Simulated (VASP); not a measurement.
# CsH (Fm-3m) in VASP: further runs

The runs below take CsH through single point, with r2SCAN.

All numbers are computed with VASP 6.6.1; they aren't measurements. Logs are shortened: lines on timing, memory, paths and dates and some standing lists are left out, and cuts for length are marked.

**1. The cell of the first run**

Symmetry: Fm-3m, No. 225, cubic system. The conventional cell has a = 6.504 Å, b = 6.504 Å, c = 6.504 Å, α = 90.00°, β = 90.00°, γ = 90.00°. Cs (site symmetry m-3m) has 6 H at 3.25 Å within 4.3 Å. Within 4.3 Å of H (site symmetry m-3m) lie 6 Cs at 3.25 Å.

**2. Single point, r2SCAN (equal strain along all axes, cell held: +2.0 %)**

The input, POSCAR:

```
CsH
1.0
    3.2517600000      3.2517600000      0.0000000000
   -3.2517600000      3.2517600000      0.0000000000
    0.0000000000      0.0000000000      6.5035200000
Cs H
2 2
Direct
    0.0000000000      0.0000000000      0.0000000000
    0.5000000000      0.5000000000      0.5000000000
    0.5000000000      0.5000000000      0.0000000000
    0.0000000000      0.0000000000      0.5000000000
```

The input, INCAR.step1:

```
  PREC = Accurate
  ENCUT = 520
  ISMEAR = 0
  SIGMA = 0.02
  LREAL = False
  LASPH = True
  NELM = 80
  NBANDS = 18
  GGA = PE
  ALGO = Normal
  EDIFF = 1E-4
  LWAVE = True
  LCHARG = False
```

The input, INCAR.step2:

```
  PREC = Accurate
  ENCUT = 520
  EDIFF = 1E-6
  ISMEAR = 0
  SIGMA = 0.02
  LREAL = False
  LASPH = True
  NELM = 80
  ALGO = Normal
  ISIF = 2
  LWAVE = False
  LCHARG = True
  METAGGA = R2SCAN
  LMIXTAU = True
  LELF = True
  LVHAR = True
  NBANDS = 18
  ISTART = 1
```

The input, KPOINTS:

```
Automatic mesh
0
Gamma
  6 6 4
```

Potentials or basis: VASP PAW PBE potentials, release 64 (Cs_sv, H).

On the command line:

```console
> cat potpaw_PBE.64/Cs_sv/POTCAR potpaw_PBE.64/H/POTCAR > POTCAR
> cp INCAR.step1 INCAR
> mpirun -np 1 vasp_std > vasp.out
> cp INCAR.step2 INCAR
> mpirun -np 1 vasp_std > vasp.out
```

OUTCAR:

```text
PREC = Accurate
   ENCUT = 520
   EDIFF = 1E-6
   ISMEAR = 0
   LREAL = False
   LASPH = True
   NELM = 80
   ISIF = 2
   METAGGA = R2SCAN
   ISTART = 1

 ion  position               nearest neighbor table
   1  0.000  0.000  0.000-
   2  0.500  0.500  0.500-
   3  0.500  0.500  0.000-
   4  0.000  0.000  0.500-

  LATTYP: Found a simple tetragonal cell.
 ALAT       =     4.5986830936
 C/A-ratio  =     1.4142135624

  Lattice vectors:

 A1 = (   3.2517600000,   3.2517600000,   0.0000000000)
 A2 = (  -3.2517600000,   3.2517600000,   0.0000000000)
 A3 = (   0.0000000000,   0.0000000000,   6.5035200000)

Analysis of symmetry for initial positions (statically):
=====================================================================
 Subroutine PRICEL returns following result:

  LATTYP: Found a face centered cubic cell.
 ALAT       =     6.5035200000

  Lattice vectors:

 A1 = (   0.0000000000,  -3.2517600000,  -3.2517600000)
 A2 = (   3.2517600000,   0.0000000000,  -3.2517600000)
 A3 = (   3.2517600000,  -3.2517600000,   0.0000000000)

   2 primitive cells build up your supercell.

 Routine SETGRP: Setting up the symmetry group for a
 simple tetragonal supercell.

 Subroutine GETGRP returns: Found 16 space group operations
 (whereof 16 operations were pure point group operations)
 out of a pool of 16 trial point group operations.

The static configuration has the point symmetry D_4h.

Analysis of symmetry for dynamics (positions and initial velocities):
=====================================================================
 Subroutine PRICEL returns following result:

  LATTYP: Found a face centered cubic cell.
 ALAT       =     6.5035200000

  Lattice vectors:

 A1 = (   0.0000000000,  -3.2517600000,  -3.2517600000)
 A2 = (   3.2517600000,   0.0000000000,  -3.2517600000)
 A3 = (   3.2517600000,  -3.2517600000,   0.0000000000)

   2 primitive cells build up your supercell.

 Routine SETGRP: Setting up the symmetry group for a
 simple tetragonal supercell.

[... 84 lines left out ...]
  0.500000  0.000000  0.500000      2.000000
 [... further k-points ...]
   k-points           NKPTS =     30   k-points in BZ     NKDIM =     30   number of bands    NBANDS=     18
   number of dos      NEDOS =    301   number of ions     NIONS =      4
   total plane-waves  NPLWV =  62208
   dimension x,y,z NGX =    36 NGY =   36 NGZ =   48
   dimension x,y,z NGXF=    72 NGYF=   72 NGZF=   96
   ions per type =               2   2
   NGX,Y,Z   is equivalent  to a cutoff of  13.01, 13.01, 12.27 a.u.
   NGXF,Y,Z  is equivalent  to a cutoff of  26.03, 26.03, 24.54 a.u.
 SYSTEM =  unknown system
   PREC   = accura    normal or accurate (medium, high low for compatibility)
   ISTART =      1    job   : 0-new  1-cont  2-samecut
   ICHARG =      0    charge: 1-file 2-atom 10-const
   ISPIN  =      1    spin polarized calculation?
   LNONCOLLINEAR =      F non collinear calculations
   LSORBIT =      F    spin-orbit coupling
   LASPH  =      T    aspherical Exc in radial PAW
   ENCUT  =  520.0 eV  38.22 Ry    6.18 a.u.   8.55  8.55 12.09*2*pi/ulx,y,z
   NELM   =     80;   NELMIN=  2; NELMDL=  0     # of ELM steps
   EDIFF  = 0.1E-05   stopping-criterion for ELM
   LREAL  =      F    real-space projection
[... 7 lines left out ...]
   TEBEG  =    0.0;   TEEND  =   0.0 temperature during run
   PSTRESS=    0.0 pullay stress
   NELECT =      20.0000    total number of electrons
   NUPDOWN=      -1.0000    fix difference up-down
   EMIN   =  10.00;   EMAX   =-10.00  energy-range for DOS
   EFERMI =   0.00;   METHOD = LEGACY
   ISMEAR =     0;   SIGMA  =   0.02  broadening in eV -4-tet -1-fermi 0-gaus
   EFERMI_NEDOS =   21; number of points for ismear=-14 and -15
   IALGO  =     38    algorithm
   IMIX   =      4    mixing-type and parameters
     AMIX     =   0.40;   BMIX     =  1.00
     AMIX_MAG =   1.60;   BMIX_MAG =  1.00
  volume/ion in A,a.u.               =      34.38       232.03
  Fermi-wavevector in a.u.,A,eV,Ry     =   0.860887  1.626841 10.083646  0.741127
  Thomas-Fermi vector in A             =   1.978459
   LORBIT       =      0    0 simple, 1 ext, 2 COOP (PROOUT), +10 PAW based schemes
   METAGGA = R2SCAN    functional components
   LHFCALC =     F    Hartree Fock is set to
   AEXX    =    0.0000 exact exchange contribution
   IVDW    =     0    specifies the selected vdW correction
   LEPSILON=     F    determine dielectric tensor
   LRPA    =     F    only Hartree local field effects (RPA)
 non-spin polarized calculation
 Gauss-broadening in eV      SIGMA  =   0.02
  energy-cutoff  :      520.00
  volume of cell :      137.54
 maximum number of plane-waves:      3736
 NGX is ok and might be reduce to    36
   NGX = 17   NGY = 17   NGZ = 25

 number of electron      20.0000005 magnetization

 Free energy of the ion-electron system (eV)
  ---------------------------------------------------
  ext. energy  EPLUGINS =         0.00000000
  ---------------------------------------------------
  free energy    TOTEN  =       -57.96739729 eV

  energy without entropy =      -57.96739729  energy(sigma->0) =      -57.96739729

 E-fermi :  -0.2438     XC(G=0):  -7.3241

 val. band max:       -0.3820293711   @ k =   0.5000   0.0000   0.5000
 cond. band min:       2.3424997559   @ k =   0.5000   0.0000   0.5000
 fundamental gap:      2.7245291270
 Fermi energy:        -0.2438458084

 k-point     1 :       0.0000    0.0000    0.0000
  band No.  band energies     occupation
      1     -22.4429      2.00000
      2     -22.3595      2.00000
      3      -9.1809      2.00000
      4      -8.8114      2.00000
      5      -8.8114      2.00000
      6      -8.5840      2.00000
[... 481 lines left out ...]
      5      -8.6622      2.00000
      6      -8.6622      2.00000
[... 10 lines left out ...]
     17       7.1951      0.00000
     18       7.1951      0.00000

 [... further k-points ...]
[... 5 lines left out ...]
  --------------------------------------------------------------------------------------
  -------------------------------------------------------------------------------------
  Total       -0.4193834     -0.4193834     -0.4177215      0.0000000      0.0000000     -0.0000000
  in kB       -4.8854702     -4.8854702     -4.8661101      0.0000000      0.0000000     -0.0000000
  external PRESSURE =      -4.8790168 kB  Pullay stress =       0.0000000 kB

 VOLUME and BASIS-vectors are now :
 -----------------------------------------------------------------------------
  energy-cutoff  :      520.00
  volume of cell :      137.54
      direct lattice vectors                 reciprocal lattice vectors
     3.251760000  3.251760000  0.000000000     0.153762885  0.153762885  0.000000000
    -3.251760000  3.251760000  0.000000000    -0.153762885  0.153762885  0.000000000
     0.000000000  0.000000000  6.503520000     0.000000000  0.000000000  0.153762885

 POSITION                                       TOTAL-FORCE (eV/Angst)
 -----------------------------------------------------------------------------------
      0.00000      0.00000      0.00000         0.000000     -0.000000      0.000000
      0.00000      3.25176      3.25176        -0.000000      0.000000     -0.000000
      0.00000      3.25176      0.00000         0.000000     -0.000000      0.000000
      0.00000      0.00000      3.25176         0.000000     -0.000000      0.000000
 -----------------------------------------------------------------------------------
    total drift:                               -0.000000      0.000000      0.000000

  FREE ENERGIE OF THE ION-ELECTRON SYSTEM (eV)
  ---------------------------------------------------
  free  energy   TOTEN  =       -57.9673972880 eV

  energy  without entropy=      -57.9673972880  energy(sigma->0) =      -57.96739729
```

OUTCAR.step1:

```text
PREC = Accurate
   ENCUT = 520
   ISMEAR = 0
   LREAL = False
   LASPH = True
[... 749 lines left out ...]
      0.00000      0.00000      0.00000         0.000000     -0.000000     -0.000000
      0.00000      3.25176      3.25176         0.000000     -0.000000      0.000000
      0.00000      3.25176      0.00000        -0.000000      0.000000     -0.000000
      0.00000      0.00000      3.25176        -0.000000      0.000000     -0.000000
 -----------------------------------------------------------------------------------
    total drift:                               -0.000000      0.000000      0.000000

  FREE ENERGIE OF THE ION-ELECTRON SYSTEM (eV)
  ---------------------------------------------------
  free  energy   TOTEN  =        -9.1006006864 eV

  energy  without entropy=       -9.1006006864  energy(sigma->0) =       -9.10060069
```

Run time: 2.8 min. Hardware: 1 thread of AMD EPYC 7R13 (Zen 3), shared host; peak memory 0.25 GiB.

What came out:

```
Free energy            : -57.9674 eV
Pressure               : -0.5 GPa
Band gap on the k mesh : 2.72 eV
```

Caveat: the cell differs from its parent crystal (equal strain along all axes, cell held: +2.0 %); the PAW data sets were made with another functional, which shifts forces and pressure a little; spin-orbit coupling is left out, which moves the levels of the heavy elements.

**3. Single point, r2SCAN**

POSCAR is that of step 2.

The input, INCAR.step1:

```
SYSTEM = CsH
PREC = Accurate
ENCUT = 520
ISMEAR = 0
SIGMA = 0.02
LREAL = .FALSE.
LASPH = .TRUE.
NELM = 60
NBANDS = 18
GGA = PE
ALGO = Normal
EDIFF = 1E-4
LWAVE = .TRUE.
LCHARG = .FALSE.
```

The input, INCAR.step2:

```
SYSTEM = CsH
PREC = Accurate
ENCUT = 520
EDIFF = 1E-6
ISMEAR = 0
SIGMA = 0.02
LREAL = .FALSE.
LASPH = .TRUE.
NELM = 60
ALGO = Normal
ISIF = 2
LWAVE = .FALSE.
LCHARG = .TRUE.
METAGGA = R2SCAN
LMIXTAU = .TRUE.
LELF = .TRUE.
LVHAR = .TRUE.
NBANDS = 18
ISTART = 1
```

The input, KPOINTS:

```
Automatic mesh
0
G
  6 6 4
  0 0 0
```

Potentials or basis: VASP PAW PBE potentials, release 64 (Cs_sv, H).

On the command line:

```console
> cat potpaw_PBE.64/Cs_sv/POTCAR potpaw_PBE.64/H/POTCAR > POTCAR
> cp INCAR.step1 INCAR
> mpirun -np 1 vasp_std > vasp.out
> cp INCAR.step2 INCAR
> mpirun -np 1 vasp_std > vasp.out
```

It took 3 min on 1 thread of AMD EPYC 7R13 (Zen 3), shared host; peak memory 0.25 GiB.

Results (log left out):

```
Free energy            : -57.9674 eV
Pressure               : -0.5 GPa
Band gap on the k mesh : 2.72 eV
```

Levels at points of the mesh, in eV from the valence-band top:
```csv
k point,band 6,band 7,band 8,band 9,band 10,band 11,band 12,band 13,band 14,band 15
"(0.00, 0.00, 0.00)",-8.20,-8.20,-8.20,-1.53,-0.99,3.61,5.69,5.69,5.69,5.84
"(0.50, 0.00, 0.00)",-8.47,-8.28,-8.28,-0.37,-0.37,3.72,3.72,4.53,4.53,5.93
"(0.50, 0.50, 0.00)",-8.43,-8.43,-8.43,-0.99,-0.99,3.61,3.61,5.84,5.84,8.36
"(0.00, 0.00, 0.50)",-8.32,-8.32,-8.32,-0.87,-0.87,4.36,4.36,4.74,4.74,6.49
"(0.50, 0.00, 0.50)",-8.28,-8.28,-8.28,0.00,0.00,2.72,2.72,5.27,5.27,5.27
"(0.50, 0.50, 0.50)",-8.62,-8.46,-8.46,-0.62,-0.62,4.54,4.54,4.54,4.54,5.74
```

Caveat: the PAW data sets were made with another functional, which shifts forces and pressure a little; spin-orbit coupling is left out, which moves the levels of the heavy elements.

**4. Single point, r2SCAN (equal strain along all axes, cell held: +4.0 %)**

The input, POSCAR:

```
CsH
1.0
    3.3155200000      3.3155200000      0.0000000000
   -3.3155200000      3.3155200000      0.0000000000
    0.0000000000      0.0000000000      6.6310400000
Cs H
2 2
Direct
    0.0000000000      0.0000000000      0.0000000000
    0.5000000000      0.5000000000      0.5000000000
    0.5000000000      0.5000000000      0.0000000000
    0.0000000000      0.0000000000      0.5000000000
```

The input, INCAR.step1:

```
SYSTEM = CsH
PREC = Accurate
ENCUT = 520
ISMEAR = 0
SIGMA = 0.02
LREAL = .False.
LASPH = .True.
NELM = 100
NBANDS = 18
GGA = PE
ALGO = Normal
EDIFF = 1E-4
LWAVE = .True.
LCHARG = .False.
```

The input, INCAR.step2:

```
SYSTEM = CsH
PREC = Accurate
ENCUT = 520
EDIFF = 1E-6
ISMEAR = 0
SIGMA = 0.02
LREAL = .False.
LASPH = .True.
NELM = 100
ALGO = Normal
ISIF = 2
LWAVE = .False.
LCHARG = .False.
METAGGA = R2SCAN
LMIXTAU = .True.
NBANDS = 18
ISTART = 1
```

The input, KPOINTS:

```
regular mesh
0
Gamma
  6 6 4
  0 0 0
```

On the command line:

```console
> cat potpaw_PBE.64/Cs_sv/POTCAR potpaw_PBE.64/H/POTCAR > POTCAR
> cp INCAR.step1 INCAR
> mpirun -np 1 vasp_std > vasp.out
> cp INCAR.step2 INCAR
> mpirun -np 1 vasp_std > vasp.out
```

It took 3.3 min on 1 thread of AMD EPYC 7R13 (Zen 3), shared host; peak memory 0.26 GiB.

The run converged. Its results:

| Quantity | Value |
| --- | --- |
| Free energy | -57.9328 eV |
| Pressure | -0.9 GPa |
| Band gap on the k mesh | 2.77 eV |

Levels at points of the mesh, in eV from the valence-band top:
| k point | band 8 | band 9 | band 10 | band 11 | band 12 | band 13 |
| --- | --- | --- | --- | --- | --- | --- |
| (0.00, 0.00, 0.00) | -8.26 | -1.42 | -0.85 | 3.69 | 5.62 | 5.67 |
| (0.50, 0.00, 0.00) | -8.32 | -0.33 | -0.33 | 3.72 | 3.72 | 4.51 |
| (0.50, 0.50, 0.00) | -8.45 | -0.85 | -0.85 | 3.69 | 3.69 | 5.62 |
| (0.00, 0.00, 0.50) | -8.35 | -0.80 | -0.80 | 4.42 | 4.42 | 4.66 |
| (0.50, 0.00, 0.50) | -8.32 | 0.00 | 0.00 | 2.77 | 2.77 | 5.28 |
| (0.50, 0.50, 0.50) | -8.47 | -0.53 | -0.53 | 4.50 | 4.50 | 4.50 |

Caveat: the cell differs from its parent crystal (equal strain along all axes, cell held: +4.0 %); the PAW data sets were made with another functional, which shifts forces and pressure a little; spin-orbit coupling is left out, which moves the levels of the heavy elements.
